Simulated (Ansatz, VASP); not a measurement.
BeSi in VASP and in Ansatz

```xyz
2
Lattice="2.5557 0.0000 0.0000 0.0000 2.5557 0.0000 0.0000 0.0000 3.4197" Properties=species:S:1:pos:R:3 pbc="T T T"
Be    0.0000    0.0000    0.0000
Si    1.2778    1.2778    1.7098
```

Alike in both runs: functional PBE; k mesh 14 × 14 × 11; occupations fermi-dirac, width 0.05 eV; no spin polarisation.

Ansatz relaxed the structure, and its values are those at the end. VASP's run is a single point on that final structure, the one shown.

|  | VASP | Ansatz |
| --- | --- | --- |
| version | VASP 6.6.1 | Ansatz 0.2.0 |
| potentials or method | VASP PAW PBE potentials, release 64 (Be, Si) | PAW with Ansatz's default frozen-core files, scalar-relativistic |
| plane-wave cutoff (eV) | 520 | 420 |
| valence electrons in the cell | 6 | 6 |

|  | VASP | Ansatz | Ansatz less VASP |
| --- | --- | --- | --- |
| pressure (GPa) | 0.0 | 0.0 | +0.02 |
